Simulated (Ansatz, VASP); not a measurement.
## Zn in VASP and in Ansatz

File INCAR:

```
PREC = Accurate ; ENCUT = 520
EDIFF = 1E-7 ; ISMEAR = -1
SIGMA = 0.03 ; LREAL = False
LASPH = True ; NELM = 100
ALGO = Normal ; ISIF = 2
LWAVE = False ; LCHARG = True
GGA = PS ; LELF = True
LVHAR = True ; NBANDS = 19
```

KPOINTS

```
Automatic mesh
0
Gamma
  18 18 9
```

The input POSCAR:

```
Zn
1.0
    2.6143598013      0.0000000000      0.0000000000
   -1.3071799007      2.2641020026      0.0000000000
    0.0000000000      0.0000000000      4.8731610200
Zn
2
Direct
    0.3546644518      0.6822821292      0.2500000000
    0.6666666667      0.3333333333      0.7500000000
```

Input for Ansatz:

```yaml
crystal:
  lattice:
    - [2.6143598013, 0.0, 0.0]
    - [-1.3071799007, 2.2641020026, 0.0]
    - [0.0, 0.0, 4.87316102]
  atoms:
    - { symbol: Zn, position: [0.3546644518, 0.6822821292, 0.25] }
    - { symbol: Zn, position: [0.6666666667, 0.3333333333, 0.75] }
kpoints:
  mp_grid: { grid: [18, 18, 9] }
scf:
  occupations: { method: fermi_dirac, width: 0.03 }
hamiltonian:
  xc: pbesol
  pseudopotentials: { kind: all_electron, lapw: { basis_error: 0.0005 } }
output:
  forces: true
  stress: true
  eigenvalues: true
```

Alike in both runs: task single point; functional PBEsol; k mesh 18 × 18 × 9; occupations fermi-dirac, width 0.03 eV; no spin polarisation.

```csv
,VASP,Ansatz
version,VASP 6.6.1,Ansatz 0.2.0
potentials or method,"VASP PAW PBE potentials, release 64 (Zn), cutoff 520 eV","all-electron LAPW, scalar-relativistic"
```

```tsv
	VASP	Ansatz	Ansatz less VASP
pressure (GPa)	-0.9	-1.3	-0.42
traceless stress, the component that is largest in VASP (GPa)	1.55	1.70	+0.153
rms of the force components (eV/Å)	0.017	0.018	+0.0003
```

VASP's potentials were made for PBE, not for PBEsol. Atom by atom the forces differ by 0.000 eV/Å (rms over components). Ansatz ran all-electron here, and VASP with PAW potentials.
